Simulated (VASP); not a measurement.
# CsCdCl3 (P4/mmm) in VASP: a series of runs, part 2 of 2

VASP 6.6.1.

## Step 4: Single point, LDA

This run uses another cell than the first one, of 26.02 Å³/atom.

Contents of INCAR:

```
ALGO = Normal
EDIFF = 1E-6
ENCUT = 520
GGA = CA
ISIF = 2
ISMEAR = 0
LASPH = True
LCHARG = False
LREAL = False
LWAVE = False
NBANDS = 29
NELM = 80
PREC = Accurate
SIGMA = 0.02
```

Contents of KPOINTS:

```
k-points
0
Gamma
  6 6 6
```

Contents of POSCAR:

```
CsCdCl3
1.0
    5.0099292074      0.0000000000      0.0000000000
    0.0000000000      5.0099292074      0.0000000000
    0.0000000000      0.0000000000      5.1842677464
Cs Cd Cl
1 1 3
Direct
    0.0000000000      0.0000000000      0.0000000000
    0.5000000000      0.5000000000      0.5000000000
    0.0000000000      0.5000000000      0.5000000000
    0.5000000000      0.0000000000      0.5000000000
    0.5000000000      0.5000000000      0.0000000000
```

Potentials or basis: VASP PAW LDA potentials, release 64 (Cs_sv, Cd, Cl).

On the command line:

```console
cat potpaw_LDA.64/Cs_sv/POTCAR potpaw_LDA.64/Cd/POTCAR potpaw_LDA.64/Cl/POTCAR > POTCAR
mpirun -np 1 vasp_std > vasp.out
```

OUTCAR:

```text
EDIFF = 1E-6
   ENCUT = 520
   GGA = CA
   ISIF = 2
   ISMEAR = 0
   LASPH = True
   LREAL = False
   NELM = 80
   PREC = Accurate

 ion  position               nearest neighbor table
   1  0.000  0.000  0.000-
   2  0.500  0.500  0.500-   3 2.50   4 2.50   4 2.50   3 2.50   5 2.59   5 2.59
   3  0.000  0.500  0.500-   2 2.50   2 2.50
   4  0.500  0.000  0.500-   2 2.50   2 2.50
   5  0.500  0.500  0.000-   2 2.59   2 2.59

  LATTYP: Found a simple tetragonal cell.
 ALAT       =     5.0099292074
 C/A-ratio  =     1.0347986033

  Lattice vectors:

 A1 = (   5.0099292074,   0.0000000000,   0.0000000000)
 A2 = (   0.0000000000,   5.0099292074,   0.0000000000)
 A3 = (   0.0000000000,   0.0000000000,   5.1842677464)

Analysis of symmetry for initial positions (statically):
=====================================================================
 Subroutine PRICEL returns:
 Original cell was already a primitive cell.

 Routine SETGRP: Setting up the symmetry group for a
 simple tetragonal supercell.

 Subroutine GETGRP returns: Found 16 space group operations
 (whereof 16 operations were pure point group operations)
 out of a pool of 16 trial point group operations.

The static configuration has the point symmetry D_4h.

Analysis of symmetry for dynamics (positions and initial velocities):
=====================================================================
 Subroutine PRICEL returns:
 Original cell was already a primitive cell.

 Routine SETGRP: Setting up the symmetry group for a
 simple tetragonal supercell.

 Subroutine GETGRP returns: Found 16 space group operations
 (whereof 16 operations were pure point group operations)
 out of a pool of 16 trial point group operations.

The dynamic configuration has the point symmetry D_4h.

 Subroutine INISYM returns: Found 16 space group operations
 (whereof 16 operations are pure point group operations),
 and found     1 'primitive' translations

----------------------------------------------------------------------------------------

                                     Primitive cell

  volume of cell :     130.1220

  direct lattice vectors                    reciprocal lattice vectors
     5.009929207  0.000000000  0.000000000     0.199603619  0.000000000  0.000000000
     0.000000000  5.009929207  0.000000000     0.000000000  0.199603619  0.000000000
     0.000000000  0.000000000  5.184267746     0.000000000  0.000000000  0.192891272

  length of vectors
     5.009929207  5.009929207  5.184267746     0.199603619  0.199603619  0.192891272

  position of ions in fractional coordinates (direct lattice)
     0.000000000  0.000000000  0.000000000
     0.500000000  0.500000000  0.500000000
     0.000000000  0.500000000  0.500000000
     0.500000000  0.000000000  0.500000000
     0.500000000  0.500000000  0.000000000

  ion indices of the primitive-cell ions
   primitive index   ion index
                 1           1
                 2           2
                 3           3
                 4           4
                 5           5

----------------------------------------------------------------------------------------

 KPOINTS: k-points

Automatic generation of k-mesh.
 Grid dimensions read from file:
 generate k-points for:    6    6    6

 Generating k-lattice:

  Cartesian coordinates                     Fractional coordinates (reciprocal lattice)
     0.033267270  0.000000000  0.000000000     0.166666667  0.000000000  0.000000000
     0.000000000  0.033267270  0.000000000     0.000000000  0.166666667  0.000000000
     0.000000000  0.000000000  0.032148545     0.000000000  0.000000000  0.166666667

  Length of vectors
     0.033267270  0.033267270  0.032148545

  Shift w.r.t. Gamma in fractional coordinates (k-lattice)
     0.000000000  0.000000000  0.000000000

 Subroutine IBZKPT returns following result:
 ===========================================

 Found     40 irreducible k-points:

 Following reciprocal coordinates:
            Coordinates               Weight
  0.000000  0.000000  0.000000      1.000000
  0.166667  0.000000  0.000000      4.000000
  0.333333  0.000000  0.000000      4.000000
  0.500000  0.000000  0.000000      2.000000
  0.166667  0.166667  0.000000      4.000000
  0.333333  0.166667  0.000000      8.000000
[... 16 lines left out ...]
  0.333333  0.000000  0.333333      8.000000
  0.500000  0.000000  0.333333      4.000000
 [... further k-points ...]
   k-points           NKPTS =     40   k-points in BZ     NKDIM =     40   number of bands    NBANDS=     29
   number of dos      NEDOS =    301   number of ions     NIONS =      5
   total plane-waves  NPLWV =  64000
   dimension x,y,z NGX =    40 NGY =   40 NGZ =   40
   dimension x,y,z NGXF=    80 NGYF=   80 NGZF=   80
   ions per type =               1   1   3
   NGX,Y,Z   is equivalent  to a cutoff of  13.27, 13.27, 12.83 a.u.
   NGXF,Y,Z  is equivalent  to a cutoff of  26.55, 26.55, 25.65 a.u.
 SYSTEM =  unknown system
   PREC   = accura    normal or accurate (medium, high low for compatibility)
   ISTART =      0    job   : 0-new  1-cont  2-samecut
   ICHARG =      2    charge: 1-file 2-atom 10-const
   ISPIN  =      1    spin polarized calculation?
   LNONCOLLINEAR =      F non collinear calculations
   LSORBIT =      F    spin-orbit coupling
   LASPH  =      T    aspherical Exc in radial PAW
   ENCUT  =  520.0 eV  38.22 Ry    6.18 a.u.   9.32  9.32  9.64*2*pi/ulx,y,z
   NELM   =     80;   NELMIN=  2; NELMDL= -5     # of ELM steps
   EDIFF  = 0.1E-05   stopping-criterion for ELM
   LREAL  =      F    real-space projection
[... 7 lines left out ...]
   TEBEG  =    0.0;   TEEND  =   0.0 temperature during run
   PSTRESS=    0.0 pullay stress
   NELECT =      42.0000    total number of electrons
   NUPDOWN=      -1.0000    fix difference up-down
   EMIN   =  10.00;   EMAX   =-10.00  energy-range for DOS
   EFERMI =   0.00;   METHOD = LEGACY
   ISMEAR =     0;   SIGMA  =   0.02  broadening in eV -4-tet -1-fermi 0-gaus
   EFERMI_NEDOS =   21; number of points for ismear=-14 and -15
   IALGO  =     38    algorithm
   IMIX   =      4    mixing-type and parameters
     AMIX     =   0.40;   BMIX     =  1.00
     AMIX_MAG =   1.60;   BMIX_MAG =  1.00
  volume/ion in A,a.u.               =      26.02       175.62
  Fermi-wavevector in a.u.,A,eV,Ry     =   1.122986  2.122136 17.158278  1.261098
  Thomas-Fermi vector in A             =   2.259650
   LORBIT       =      0    0 simple, 1 ext, 2 COOP (PROOUT), +10 PAW based schemes
   GGA     = CA    functional components
   LHFCALC =     F    Hartree Fock is set to
   AEXX    =    0.0000 exact exchange contribution
   IVDW    =     0    specifies the selected vdW correction
   LEPSILON=     F    determine dielectric tensor
   LRPA    =     F    only Hartree local field effects (RPA)
 non-spin polarized calculation
 Gauss-broadening in eV      SIGMA  =   0.02
  energy-cutoff  :      520.00
  volume of cell :      130.12
 maximum number of plane-waves:      3543
 NGX is ok and might be reduce to    40
   NGX = 19   NGY = 19   NGZ = 19

 number of electron      42.0000001 magnetization

 Free energy of the ion-electron system (eV)
  ---------------------------------------------------
  ext. energy  EPLUGINS =         0.00000000
  ---------------------------------------------------
  free energy    TOTEN  =       -16.79792569 eV

  energy without entropy =      -16.79792569  energy(sigma->0) =      -16.79792569

 E-fermi :   0.9194     XC(G=0):  -9.4904

 val. band max:        0.7607686293   @ k =   0.5000   0.5000   0.5000
 cond. band min:       2.3308222808   @ k =   0.0000   0.0000   0.0000
 fundamental gap:      1.5700536515
 Fermi energy:         0.9193681259

 k-point     1 :       0.0000    0.0000    0.0000
  band No.  band energies     occupation
      1     -18.4087      2.00000
      2     -13.3955      2.00000
      3     -12.7856      2.00000
      4     -12.6170      2.00000
      5      -6.1242      2.00000
      6      -6.0988      2.00000
[... 21 lines left out ...]
     28       7.7191      0.00000
     29      11.6291      0.00000
[... 705 lines left out ...]
 k-point    24 :       0.5000    0.0000    0.3333
  band No.  band energies     occupation
      1     -18.3834      2.00000
      2     -13.0862      2.00000
      3     -12.8451      2.00000
      4     -12.6417      2.00000
      5      -6.8388      2.00000
      6      -6.2582      2.00000
[... 21 lines left out ...]
     28       9.0887      0.00000
     29       9.6129      0.00000

 [... further k-points ...]
[... 5 lines left out ...]
  --------------------------------------------------------------------------------------
  -------------------------------------------------------------------------------------
  Total        1.9009957      1.9009957      0.2096115      0.0000000      0.0000000      0.0000000
  in kB       23.4067495     23.4067495      2.5809229      0.0000000      0.0000000      0.0000000
  external PRESSURE =      16.4648073 kB  Pullay stress =       0.0000000 kB

 VOLUME and BASIS-vectors are now :
 -----------------------------------------------------------------------------
  energy-cutoff  :      520.00
  volume of cell :      130.12
      direct lattice vectors                 reciprocal lattice vectors
     5.009929207  0.000000000  0.000000000     0.199603619  0.000000000  0.000000000
     0.000000000  5.009929207  0.000000000     0.000000000  0.199603619  0.000000000
     0.000000000  0.000000000  5.184267746     0.000000000  0.000000000  0.192891272

 POSITION                                       TOTAL-FORCE (eV/Angst)
 -----------------------------------------------------------------------------------
      0.00000      0.00000      0.00000         0.000000      0.000000      0.000000
      2.50496      2.50496      2.59213         0.000000      0.000000      0.000000
      0.00000      2.50496      2.59213         0.000000      0.000000      0.000000
      2.50496      0.00000      2.59213         0.000000      0.000000      0.000000
      2.50496      2.50496      0.00000         0.000000      0.000000      0.000000
 -----------------------------------------------------------------------------------
    total drift:                                0.000000      0.000000     -0.000000

  FREE ENERGIE OF THE ION-ELECTRON SYSTEM (eV)
  ---------------------------------------------------
  free  energy   TOTEN  =       -16.7979256910 eV

  energy  without entropy=      -16.7979256910  energy(sigma->0) =      -16.79792569
```

OSZICAR:

```text
N       E                     dE             d eps       ncg     rms          rms(c)
DAV:   1     0.295511735887E+03    0.29551E+03   -0.19891E+04  2320   0.131E+03
DAV:   2     0.420639682580E+01   -0.29131E+03   -0.28161E+03  2896   0.278E+02
DAV:   3    -0.174900939600E+02   -0.21696E+02   -0.21625E+02  2753   0.794E+01
DAV:   4    -0.177518436065E+02   -0.26175E+00   -0.26159E+00  2957   0.971E+00
DAV:   5    -0.177553084190E+02   -0.34648E-02   -0.34646E-02  2868   0.110E+00    0.105E+01
DAV:   6    -0.169180954118E+02    0.83721E+00   -0.15651E+00  3071   0.148E+01    0.843E+00
DAV:   7    -0.168061065968E+02    0.11199E+00   -0.62218E-01  2710   0.627E+00    0.384E+00
DAV:   8    -0.168007112176E+02    0.53954E-02   -0.19328E-01  2842   0.392E+00    0.831E-01
DAV:   9    -0.167985158660E+02    0.21954E-02   -0.28815E-02  2813   0.202E+00    0.405E-01
DAV:  10    -0.167979104250E+02    0.60544E-03   -0.37662E-03  2879   0.596E-01    0.558E-02
DAV:  11    -0.167979325991E+02   -0.22174E-04   -0.25449E-04  2675   0.117E-01    0.359E-02
DAV:  12    -0.167979259757E+02    0.66234E-05   -0.34499E-05  2961   0.523E-02    0.102E-02
DAV:  13    -0.167979256910E+02    0.28471E-06   -0.30393E-06  2718   0.150E-02
   1 F= -.16797926E+02 E0= -.16797926E+02  d E =-.351139E-31
```

stdout:

```text
POSCAR found type information on POSCAR CsCdCl
 POSCAR found :  3 types and       5 ions
 scaLAPACK will be used
 LDA part: xc-table for (Slater(with rela. corr.)+CA(PZ))
 , standard interpolation
 POSCAR, INCAR and KPOINTS ok, starting setup
 FFT: planning ... GRIDC
 FFT: planning ... GRID_SOFT
 FFT: planning ... GRID
 WAVECAR not read
 entering main loop
```

It took 2.5 min on 1 thread of Oxide Virtual Turin-like, shared host; peak memory 0.26 GiB.

Results:

- Free energy: -16.7979 eV
- Pressure: 1.6 GPa
- Band gap on the k mesh: 1.57 eV (least direct gap 2.46 eV)

Levels at points of the mesh, in eV from the valence-band top:
| k point | band 18 | band 19 | band 20 | band 21 | band 22 | band 23 | band 24 | band 25 |
| --- | --- | --- | --- | --- | --- | --- | --- | --- |
| (0.00, 0.00, 0.00) | -1.31 | -0.89 | -0.89 | -0.89 | 1.57 | 5.42 | 5.46 | 5.56 |
| (0.50, 0.00, 0.00) | -1.32 | -1.31 | -1.25 | -1.23 | 4.66 | 6.86 | 7.10 | 7.42 |
| (0.50, 0.50, 0.00) | -1.31 | -1.31 | -0.59 | -0.01 | 6.66 | 7.07 | 7.07 | 7.53 |
| (0.00, 0.00, 0.50) | -1.25 | -1.25 | -1.19 | -1.19 | 4.26 | 6.75 | 6.79 | 7.49 |
| (0.50, 0.00, 0.50) | -1.51 | -1.50 | -0.64 | -0.16 | 6.39 | 6.81 | 7.19 | 7.44 |
| (0.50, 0.50, 0.50) | -0.60 | -0.57 | -0.19 | 0.00 | 5.33 | 5.53 | 5.53 | 7.10 |

Caveat: spin-orbit coupling is left out, which moves the levels of the heavy elements.
